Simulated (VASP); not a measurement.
# Ga (Cmce) in VASP: electric field gradients with r2SCAN

Aim: the electric field gradients of Ga with r2SCAN.

Everything below comes from runs of VASP 6.6.1. Logs are shortened: lines on timing, memory, paths and dates and some standing lists are left out, and cuts for length are marked.

## 1. The cell of the first run

Symmetry: Cmce, No. 64, orthorhombic system. The conventional cell has a = 4.432 Å, b = 7.598 Å, c = 4.556 Å, α = 90.00°, β = 90.00°, γ = 90.00°. Within 3.3 Å of Ga (site symmetry m) lie 7 Ga at 2.49 to 2.75 Å.

## 2. Electric field gradients, r2SCAN

POSCAR

```
Ga
1.0
    2.2160233304     -3.7989918401      0.0000000000
    2.2160233304      3.7989918401      0.0000000000
    0.0000000000      0.0000000000      4.5555035300
Ga
4
Direct
    0.6556957200      0.3443042800      0.4154013900
    0.8443042800      0.1556957200      0.9154013900
    0.3443042800      0.6556957200      0.5845986100
    0.1556957200      0.8443042800      0.0845986100
```

INCAR.step1

```
PREC = Accurate
ENCUT = 520
ISMEAR = -1
SIGMA = 0.03
LREAL = F
LASPH = T
NELM = 60
NBANDS = 34
GGA = PE
ALGO = Normal
EDIFF = 1E-4
LWAVE = T
LCHARG = F
LUSENCCL = F
```

INCAR.step2

```
PREC = Accurate
ENCUT = 520
EDIFF = 1E-8
ISMEAR = -1
SIGMA = 0.03
LREAL = F
LASPH = T
NELM = 60
ALGO = Normal
ISIF = 2
LWAVE = F
LCHARG = F
METAGGA = R2SCAN
LMIXTAU = T
LEFG = T
NBANDS = 34
ISTART = 1
LUSENCCL = F
```

KPOINTS

```
regular mesh
0
Gamma
  9 9 7
```

Potentials or basis: VASP PAW PBE potentials, release 64 (Ga_d).

Run with:

```
> cat potpaw_PBE.64/Ga_d/POTCAR > POTCAR
> cp INCAR.step1 INCAR
> mpirun -np 1 vasp_std > vasp.out
> cp INCAR.step2 INCAR
> mpirun -np 1 vasp_std > vasp.out
```

OUTCAR:

```text
PREC = Accurate
   ENCUT = 520
   EDIFF = 1E-8
   ISMEAR = -1
   LREAL = F
   LASPH = T
   NELM = 60
   ISIF = 2
   METAGGA = R2SCAN
   ISTART = 1

 ion  position               nearest neighbor table
   1  0.656  0.344  0.415-   3 2.49   4 2.68   4 2.68   2 2.69   2 2.69   3 2.75   3 2.75
   2  0.844  0.156  0.915-   4 2.49   3 2.68   3 2.68   1 2.69   1 2.69   4 2.75   4 2.75
   3  0.344  0.656  0.585-   1 2.49   2 2.68   2 2.68   4 2.69   4 2.69   1 2.75   1 2.75
   4  0.156  0.844  0.085-   2 2.49   1 2.68   1 2.68   3 2.69   3 2.69   2 2.75   2 2.75

  LATTYP: Found a base centered orthorhombic cell.
 ALAT       =     4.4320466608
 B/A-ratio  =     1.7143284495
 C/A-ratio  =     1.0278554985

  Lattice vectors:

 A1 = (   2.2160233304,  -3.7989918401,   0.0000000000)
 A2 = (   2.2160233304,   3.7989918401,   0.0000000000)
 A3 = (   0.0000000000,   0.0000000000,   4.5555035300)

Analysis of symmetry for initial positions (statically):
=====================================================================
 Subroutine PRICEL returns:
 Original cell was already a primitive cell.

 Routine SETGRP: Setting up the symmetry group for a
 base centered orthorhombic supercell.

 Subroutine GETGRP returns: Found  8 space group operations
 (whereof  4 operations were pure point group operations)
 out of a pool of  8 trial point group operations.

The static configuration has the point symmetry C_2h.
 The point group associated with its full space group is D_2h.

Analysis of symmetry for dynamics (positions and initial velocities):
=====================================================================
 Subroutine PRICEL returns:
 Original cell was already a primitive cell.

 Routine SETGRP: Setting up the symmetry group for a
 base centered orthorhombic supercell.

 Subroutine GETGRP returns: Found  8 space group operations
 (whereof  4 operations were pure point group operations)
 out of a pool of  8 trial point group operations.

The dynamic configuration has the point symmetry C_2h.
 The point group associated with its full space group is D_2h.

 Subroutine INISYM returns: Found  8 space group operations
 (whereof  4 operations are pure point group operations),
 and found     1 'primitive' translations

----------------------------------------------------------------------------------------
[... 144 lines left out ...]

 E-fermi :   5.1000     XC(G=0): -11.7716

 val. band max:        5.0870418855   @ k =   0.1111   0.0000   0.1429
 cond. band min:       5.1000658506   @ k =  -0.4444   0.3333   0.2857
 fundamental gap:      0.0130239651
 Fermi energy:         5.1000414083

 k-point     1 :       0.0000    0.0000    0.0000
  band No.  band energies     occupation
      1     -10.6122      2.00000
      2     -10.5943      2.00000
      3     -10.5507      2.00000
      4     -10.5420      2.00000
      5     -10.5356      2.00000
      6     -10.5042      2.00000
[... 877 lines left out ...]
     33      12.5705      0.00000
     34      13.6294      0.00000

 [... further k-points ...]

------------------------ aborting loop because EDIFF is reached ----------------------------------------

  FORCE on cell =-STRESS in cart. coord.  units (eV):
  Direction    XX          YY          ZZ          XY          YZ          ZX
  --------------------------------------------------------------------------------------
  -------------------------------------------------------------------------------------
  Total        0.3598827      0.0074886     -0.1123230      0.0000000      0.0000000      0.0000000
  in kB        7.5173113      0.1564246     -2.3462287      0.0000000      0.0000000      0.0000000
  external PRESSURE =       1.7758357 kB  Pullay stress =       0.0000000 kB

 VOLUME and BASIS-vectors are now :
 -----------------------------------------------------------------------------
  energy-cutoff  :      520.00
  volume of cell :       76.70
      direct lattice vectors                 reciprocal lattice vectors
     2.216023330 -3.798991840  0.000000000     0.225629393 -0.131613865  0.000000000
     2.216023330  3.798991840  0.000000000     0.225629393  0.131613865 -0.000000000
     0.000000000  0.000000000  4.555503530    -0.000000000  0.000000000  0.219514702

 POSITION                                       TOTAL-FORCE (eV/Angst)
 -----------------------------------------------------------------------------------
      2.21602     -1.18297      1.89236         0.000000      0.013799     -0.002935
      2.21602     -2.61602      4.17011         0.000000     -0.013799     -0.002935
      2.21602      1.18297      2.66314         0.000000     -0.013799      0.002935
      2.21602      2.61602      0.38539         0.000000      0.013799      0.002935
 -----------------------------------------------------------------------------------
    total drift:                                0.000000     -0.000000      0.000000

  FREE ENERGIE OF THE ION-ELECTRON SYSTEM (eV)
  ---------------------------------------------------
  free  energy   TOTEN  =       -45.7629271764 eV

  energy  without entropy=      -45.7603801033  energy(sigma->0) =      -45.76165364

 Electric field gradients (V/A^2)
---------------------------------------------------------------------
 ion       V_xx      V_yy      V_zz      V_xy      V_xz      V_yz
---------------------------------------------------------------------
   1      20.374   -30.783    10.409     0.000    -0.000   -24.383
   2      20.374   -30.783    10.409    -0.000    -0.000    24.383
   3      20.374   -30.783    10.409     0.000    -0.000   -24.383
   4      20.374   -30.783    10.409     0.000    -0.000    24.383
---------------------------------------------------------------------

 Electric field gradients after diagonalization (V/A^2)
 (convention: |V_zz| > |V_xx| > |V_yy|)
----------------------------------------------------------------------
 ion       V_xx      V_yy      V_zz     asymmetry (V_yy - V_xx)/ V_zz
----------------------------------------------------------------------
   1      21.731    20.374   -42.104       0.032
   2      21.731    20.374   -42.104       0.032
   3      21.731    20.374   -42.104       0.032
   4      21.731    20.374   -42.104       0.032
----------------------------------------------------------------------

           NMR quadrupolar parameters

 Cq : quadrupolar parameter    Cq=e*Q*V_zz/h
 eta: asymmetry parameters     (V_yy - V_xx)/ V_zz
 Q  : nuclear electric quadrupole moment in mb (millibarn)
----------------------------------------------------------------------
 ion       Cq(MHz)       eta       Q (mb)
----------------------------------------------------------------------
   1      -0.102       0.032       1.000
   2      -0.102       0.032       1.000
   3      -0.102       0.032       1.000
   4      -0.102       0.032       1.000
----------------------------------------------------------------------
```

OUTCAR.step1:

```text
PREC = Accurate
   ENCUT = 520
   ISMEAR = -1
   LREAL = F
   LASPH = T
[... 1119 lines left out ...]
      2.21602     -1.18297      1.89236         0.000000      0.022670      0.019876
      2.21602     -2.61602      4.17011         0.000000     -0.022670      0.019876
      2.21602      1.18297      2.66314         0.000000     -0.022670     -0.019876
      2.21602      2.61602      0.38539         0.000000      0.022670     -0.019876
 -----------------------------------------------------------------------------------
    total drift:                                0.000000     -0.000000      0.000000

  FREE ENERGIE OF THE ION-ELECTRON SYSTEM (eV)
  ---------------------------------------------------
  free  energy   TOTEN  =       -11.5746994436 eV

  energy  without entropy=      -11.5722721162  energy(sigma->0) =      -11.57348578
```

Run time: 3.9 min. Hardware: 1 × NVIDIA H100 80GB with 1 thread of Intel Xeon Platinum 8481C at 2.70GHz (Sapphire Rapids), shared host; peak memory 1.3 GiB.

Results:

| Quantity | Value |
| --- | --- |
| Free energy | -45.7629 eV |
| Pressure | 0.2 GPa |
| Largest force | 0.014 eV/Å |
| Band gap on the k mesh | zero (band 26 reaches 5.37 eV, above the bottom of band 27 at 4.39 eV) |

Forces in eV/Å, atoms in the order of the input:
```
Ga   0.000  0.014 -0.003
Ga   0.000 -0.014 -0.003
Ga   0.000 -0.014  0.003
Ga   0.000  0.014  0.003
```

Stress tensor (GPa, compression positive):
```
 0.75  0.00  0.00
 0.00  0.02  0.00
 0.00  0.00 -0.23
```

Electric field gradients, principal values (V/Å²):
```tsv
atom	least	middle	greatest (by size)
1 Ga	20.374	21.731	-42.104
2 Ga	20.374	21.731	-42.104
3 Ga	20.374	21.731	-42.104
4 Ga	20.374	21.731	-42.104
```

Caveat: without QUAD_EFG the Cq values of the log hold for a quadrupole moment of 1 mb, not for the nuclei; the PAW data sets were made with another functional, which shifts forces and pressure a little.
